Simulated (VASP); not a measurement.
# Ir (Fm-3m) in VASP: further runs

The runs below take Ir through single point, relaxation of cell and atoms, with PBE.

Program: VASP 6.6.1. These are calculated values, not measurements. Logs are shortened: lines on timing, memory, paths and dates and some standing lists are left out, and cuts for length are marked.

**1. The cell of the first run**

The structure is cubic, space group Fm-3m (No. 225). Conventional cell: a = 3.870 Å, b = 3.870 Å, c = 3.870 Å, α = 90.00°, β = 90.00°, γ = 90.00°. Within 3.6 Å of Ir (site symmetry m-3m) lie 12 Ir at 2.74 Å.

**2. Single point, PBE**

The input, INCAR:

```
SYSTEM = Ir
ALGO = Normal ; EDIFF = 1E-7
ENCUT = 520 ; GGA = PE
ISIF = 2 ; ISMEAR = -1
LASPH = .True. ; LCHARG = .False.
LREAL = .False. ; LWAVE = .False.
NBANDS = 10 ; NELM = 80
PREC = Accurate ; SIGMA = 0.05
```

The input, KPOINTS:

```
k-points
0
Gamma
  17 17 17
  0 0 0
```

The input, POSCAR:

```
Ir
1.0
    0.0000000000      1.9351952037      1.9351952037
    1.9351952037      0.0000000000      1.9351952037
    1.9351952037      1.9351952037      0.0000000000
Ir
1
Direct
    0.0000000000      0.0000000000      0.0000000000
```

Potentials or basis: VASP PAW PBE potentials, release 64 (Ir).

Launch:

```sh
> cat potpaw_PBE.64/Ir/POTCAR > POTCAR
> mpirun -np 1 vasp_std > vasp.out
```

OUTCAR:

```text
SYSTEM = Ir
   EDIFF = 1E-7
   ENCUT = 520
   GGA = PE
   ISIF = 2
   ISMEAR = -1
   LASPH = .True.
   LREAL = .False.
   NELM = 80
   PREC = Accurate

 ion  position               nearest neighbor table
   1  0.000  0.000  0.000-

  LATTYP: Found a face centered cubic cell.
 ALAT       =     3.8703904074

  Lattice vectors:

 A1 = (   0.0000000000,   1.9351952037,   1.9351952037)
 A2 = (   1.9351952037,   0.0000000000,   1.9351952037)
 A3 = (   1.9351952037,   1.9351952037,   0.0000000000)

Analysis of symmetry for initial positions (statically):
=====================================================================
 Subroutine PRICEL returns:
 Original cell was already a primitive cell.

 Routine SETGRP: Setting up the symmetry group for a
 face centered cubic supercell.

 Subroutine GETGRP returns: Found 48 space group operations
 (whereof 48 operations were pure point group operations)
 out of a pool of 48 trial point group operations.

The static configuration has the point symmetry O_h .

Analysis of symmetry for dynamics (positions and initial velocities):
=====================================================================
 Subroutine PRICEL returns:
 Original cell was already a primitive cell.

 Routine SETGRP: Setting up the symmetry group for a
 face centered cubic supercell.

 Subroutine GETGRP returns: Found 48 space group operations
 (whereof 48 operations were pure point group operations)
 out of a pool of 48 trial point group operations.

The dynamic configuration has the point symmetry O_h .

 Subroutine INISYM returns: Found 48 space group operations
 (whereof 48 operations are pure point group operations),
 and found     1 'primitive' translations

----------------------------------------------------------------------------------------

                                     Primitive cell

  volume of cell :      14.4945

  direct lattice vectors                    reciprocal lattice vectors
     0.000000000  1.935195204  1.935195204    -0.258371868  0.258371868  0.258371868
     1.935195204  0.000000000  1.935195204     0.258371868 -0.258371868  0.258371868
     1.935195204  1.935195204  0.000000000     0.258371868  0.258371868 -0.258371868

  length of vectors
     2.736779303  2.736779303  2.736779303     0.447513203  0.447513203  0.447513203

  position of ions in fractional coordinates (direct lattice)
     0.000000000  0.000000000  0.000000000

  ion indices of the primitive-cell ions
   primitive index   ion index
                 1           1

----------------------------------------------------------------------------------------

 KPOINTS: k-points

Automatic generation of k-mesh.
 Grid dimensions read from file:
 generate k-points for:   17   17   17

 Generating k-lattice:

  Cartesian coordinates                     Fractional coordinates (reciprocal lattice)
    -0.015198345  0.015198345  0.015198345     0.058823529  0.000000000  0.000000000
     0.015198345 -0.015198345  0.015198345     0.000000000  0.058823529  0.000000000
     0.015198345  0.015198345 -0.015198345     0.000000000  0.000000000  0.058823529

  Length of vectors
     0.026324306  0.026324306  0.026324306

  Shift w.r.t. Gamma in fractional coordinates (k-lattice)
     0.000000000  0.000000000  0.000000000

 Subroutine IBZKPT returns following result:
 ===========================================

 Found    165 irreducible k-points:

 Following reciprocal coordinates:
            Coordinates               Weight
  0.000000  0.000000  0.000000      1.000000
  0.058824  0.000000  0.000000      8.000000
  0.117647  0.000000  0.000000      8.000000
  0.176471  0.000000  0.000000      8.000000
  0.235294  0.000000  0.000000      8.000000
  0.294118  0.000000  0.000000      8.000000
[... 16 lines left out ...]
 -0.176471  0.058824  0.000000     24.000000
 -0.117647  0.058824  0.000000     24.000000
 [... further k-points ...]
   k-points           NKPTS =    165   k-points in BZ     NKDIM =    165   number of bands    NBANDS=     10
   number of dos      NEDOS =    301   number of ions     NIONS =      1
   total plane-waves  NPLWV =   8000
   dimension x,y,z NGX =    20 NGY =   20 NGZ =   20
   dimension x,y,z NGXF=    40 NGYF=   40 NGZF=   40
   ions per type =               1
   NGX,Y,Z   is equivalent  to a cutoff of  12.15, 12.15, 12.15 a.u.
   NGXF,Y,Z  is equivalent  to a cutoff of  24.30, 24.30, 24.30 a.u.
 SYSTEM =  Ir
   PREC   = accura    normal or accurate (medium, high low for compatibility)
   ISTART =      0    job   : 0-new  1-cont  2-samecut
   ICHARG =      2    charge: 1-file 2-atom 10-const
   ISPIN  =      1    spin polarized calculation?
   LNONCOLLINEAR =      F non collinear calculations
   LSORBIT =      F    spin-orbit coupling
   LASPH  =      T    aspherical Exc in radial PAW
   ENCUT  =  520.0 eV  38.22 Ry    6.18 a.u.   5.09  5.09  5.09*2*pi/ulx,y,z
   NELM   =     80;   NELMIN=  2; NELMDL= -5     # of ELM steps
   EDIFF  = 0.1E-06   stopping-criterion for ELM
   LREAL  =      F    real-space projection
   EDIFFG = 0.1E-05   stopping-criterion for IOM
   NSW    =      0    number of steps for IOM
   IBRION =     -1    ionic relax: 0-MD 1-quasi-New 2-CG
   NFREE  =      0    steps in history (QN), initial steepest desc. (CG)
   ISIF   =      2    stress and relaxation
   ISYM   =      2    0-nonsym 1-usesym 2-fastsym
   POTIM  = 0.5000    time-step for ionic-motion
   TEBEG  =    0.0;   TEEND  =   0.0 temperature during run
   PSTRESS=    0.0 pullay stress
   NELECT =       9.0000    total number of electrons
   NUPDOWN=      -1.0000    fix difference up-down
   EMIN   =  10.00;   EMAX   =-10.00  energy-range for DOS
   EFERMI =   0.00;   METHOD = LEGACY
   ISMEAR =    -1;   SIGMA  =   0.05  broadening in eV -4-tet -1-fermi 0-gaus
   EFERMI_NEDOS =   21; number of points for ismear=-14 and -15
   IALGO  =     38    algorithm
   IMIX   =      4    mixing-type and parameters
     AMIX     =   0.40;   BMIX     =  1.00
     AMIX_MAG =   1.60;   BMIX_MAG =  1.00
  volume/ion in A,a.u.               =      14.49        97.81
  Fermi-wavevector in a.u.,A,eV,Ry     =   1.396650  2.639286 26.539945  1.950631
  Thomas-Fermi vector in A             =   2.519983
   LORBIT       =      0    0 simple, 1 ext, 2 COOP (PROOUT), +10 PAW based schemes
   GGA     = PE    functional components
   LHFCALC =     F    Hartree Fock is set to
   AEXX    =    0.0000 exact exchange contribution
   IVDW    =     0    specifies the selected vdW correction
   LEPSILON=     F    determine dielectric tensor
   LRPA    =     F    only Hartree local field effects (RPA)
 non-spin polarized calculation
  energy-cutoff  :      520.00
  volume of cell :       14.49
 maximum number of plane-waves:       398
   NGX = 11   NGY = 11   NGZ = 11

 number of electron       9.0000000 magnetization

 Free energy of the ion-electron system (eV)
  ---------------------------------------------------
  ext. energy  EPLUGINS =         0.00000000
  ---------------------------------------------------
  free energy    TOTEN  =        -8.85453290 eV

  energy without entropy =       -8.84713016  energy(sigma->0) =       -8.85083153

 E-fermi :   9.8946     XC(G=0): -13.8446

 val. band max:        9.8603852704   @ k =   0.2941   0.1765   0.0000
 cond. band min:       9.9252079195   @ k =   0.2941   0.2353   0.0000
 fundamental gap:      0.0648226491
 Fermi energy:         9.8945887373

 k-point     1 :       0.0000    0.0000    0.0000
  band No.  band energies     occupation
      1      -0.8697      2.00000
      2       6.2436      2.00000
      3       6.2436      2.00000
      4       6.2436      2.00000
      5       8.8286      2.00000
      6       8.8286      2.00000
      7      24.3628      0.00000
      8      29.8030      0.00000
      9      29.8030      0.00000
     10      29.8030      0.00000

 k-point     2 :       0.0588    0.0000    0.0000
  band No.  band energies     occupation
      1      -0.7195      2.00000
      2       6.1645      2.00000
      3       6.3084      2.00000
      4       6.3084      2.00000
      5       8.7875      2.00000
      6       8.7875      2.00000
      7      24.6195      0.00000
      8      28.9893      0.00000
      9      30.0472      0.00000
     10      30.0472      0.00000

 k-point     3 :       0.1176    0.0000    0.0000
  band No.  band energies     occupation
      1      -0.2858      2.00000
      2       5.9653      2.00000
      3       6.4747      2.00000
      4       6.4747      2.00000
      5       8.7025      2.00000
      6       8.7025      2.00000
      7      25.3149      0.00000
      8      27.4329      0.00000
      9      30.7537      0.00000
     10      30.7537      0.00000

 k-point     4 :       0.1765    0.0000    0.0000
  band No.  band energies     occupation
      1       0.3718      2.00000
      2       5.7538      2.00000
      3       6.6470      2.00000
      4       6.6470      2.00000
      5       8.6925      2.00000
      6       8.6925      2.00000
      7      25.7138      0.00000
      8      26.2630      0.00000
      9      31.8438      0.00000
     10      31.8438      0.00000
[... 222 lines left out ...]
 k-point    22 :      -0.2353    0.0588    0.0000
  band No.  band energies     occupation
      1       1.4844      2.00000
      2       5.6274      2.00000
      3       6.6542      2.00000
      4       6.7636      2.00000
      5       8.6319      2.00000
      6       9.5330      1.99855
      7      23.6444      0.00000
      8      26.7598      0.00000
      9      31.7680      0.00000
     10      32.8258      0.00000

 k-point    23 :      -0.1765    0.0588    0.0000
  band No.  band energies     occupation
      1       0.7458      2.00000
      2       5.5971      2.00000
      3       6.7192      2.00000
      4       6.7718      2.00000
      5       8.3611      2.00000
      6       9.1083      2.00000
      7      25.2973      0.00000
      8      26.6514      0.00000
      9      31.0770      0.00000
     10      33.1510      0.00000

 k-point    24 :      -0.1176    0.0588    0.0000
  band No.  band energies     occupation
      1       0.0396      2.00000
      2       5.7903      2.00000
      3       6.5934      2.00000
      4       6.6244      2.00000
      5       8.4162      2.00000
      6       8.9100      2.00000
      7      25.8103      0.00000
      8      26.8733      0.00000
      9      30.3236      0.00000
     10      31.7449      0.00000

 [... further k-points ...]
[... 5 lines left out ...]
  --------------------------------------------------------------------------------------
  -------------------------------------------------------------------------------------
  Total        0.0485001      0.0485001      0.0485001     -0.0000000     -0.0000000      0.0000000
  in kB        5.3610352      5.3610352      5.3610352     -0.0000000     -0.0000000      0.0000000
  external PRESSURE =       5.3610352 kB  Pullay stress =       0.0000000 kB

 VOLUME and BASIS-vectors are now :
 -----------------------------------------------------------------------------
  energy-cutoff  :      520.00
  volume of cell :       14.49
      direct lattice vectors                 reciprocal lattice vectors
     0.000000000  1.935195204  1.935195204    -0.258371868  0.258371868  0.258371868
     1.935195204  0.000000000  1.935195204     0.258371868 -0.258371868  0.258371868
     1.935195204  1.935195204  0.000000000     0.258371868  0.258371868 -0.258371868

 POSITION                                       TOTAL-FORCE (eV/Angst)
 -----------------------------------------------------------------------------------
      0.00000      0.00000      0.00000         0.000000     -0.000000     -0.000000
 -----------------------------------------------------------------------------------
    total drift:                                0.000000      0.000000      0.000000

  FREE ENERGIE OF THE ION-ELECTRON SYSTEM (eV)
  ---------------------------------------------------
  free  energy   TOTEN  =        -8.8545329029 eV

  energy  without entropy=       -8.8471301615  energy(sigma->0) =       -8.85083153
```

It took 20 s on 1 thread of Intel Xeon Platinum 8259CL at 2.50GHz (Skylake/Cascade Lake), shared host; peak memory 0.14 GiB.

What came out:

```yaml
Free_energy: -8.8545 eV
Pressure: 0.5 GPa
```

Caveat: spin-orbit coupling is left out, which moves the levels of the heavy elements.

**3. Relaxation of cell and atoms, PBE**

This run uses another cell than the first one, of 14.15 Å³/atom, 0.976 times its volume.

The input, INCAR:

```
SYSTEM = Ir
  ALGO = Normal
  EDIFF = 1E-6
  EDIFFG = -0.01
  ENCUT = 600
  GGA = PE
  IBRION = 2
  ISIF = 3
  ISMEAR = -1
  LASPH = .TRUE.
  LCHARG = .FALSE.
  LREAL = .FALSE.
  LWAVE = .FALSE.
  NELM = 60
  NSW = 80
  PREC = Accurate
  SIGMA = 0.05
```

The input, KPOINTS:

```
k-points
0
G
  17 17 17
  0 0 0
```

The input, POSCAR:

```
Ir
1.0
    0.0000000000      1.9197000000      1.9197000000
    1.9197000000      0.0000000000      1.9197000000
    1.9197000000      1.9197000000      0.0000000000
Ir
1
Direct
    0.0000000000      0.0000000000      0.0000000000
```

Potentials or basis: VASP PAW PBE potentials, release 64 (Ir).

Launch:

```sh
> cat potpaw_PBE.64/Ir/POTCAR > POTCAR
> mpirun -np 1 vasp_std > vasp.out
```

Run time: 53 s. Hardware: 1 thread of Intel Xeon Platinum 8259CL at 2.50GHz (Skylake/Cascade Lake), shared host; peak memory 0.16 GiB.

It converged, with:

```yaml
Free_energy: -8.8548 eV
Relaxed_volume: 14.52 Å³/atom
Relaxed_cell: a = 2.738 Å, b = 2.738 Å, c = 2.738 Å, α = 60.00°, β = 60.00°, γ = 60.00°
Space_group_after_relaxing_to_0.05_Å: Fm-3m (No. 225)
Energy_gained_by_relaxing: 10.9 meV/atom
Ionic_steps: 4
Pressure_after_relaxing: 0.0 GPa
```

The path:
```
step  energy change (eV)  largest force (eV/Å)  pressure (GPa)  volume (Å³)
   1              0.0000                0.0000            9.67        14.15
   2              0.1190                0.0000          -25.96        15.97
   3             -0.0108                0.0000           -0.37        14.54
   4             -0.0109                0.0000           -0.04        14.52
```

Final structure:
```xyz
1
Lattice="0.0000 1.9364 1.9364 1.9364 0.0000 1.9364 1.9364 1.9364 0.0000" Properties=species:S:1:pos:R:3 pbc="T T T"
Ir    0.0000    0.0000    0.0000
```

Levels at points of the mesh, in eV from the Fermi level:
```csv
k point,band 1,band 2,band 3,band 4,band 5,band 6,band 7,band 8
"(0.00, 0.00, 0.00)",-10.74,-3.64,-3.64,-3.64,-1.06,-1.06,14.47,19.90
```

Caveat: spin-orbit coupling is left out, which moves the levels of the heavy elements.
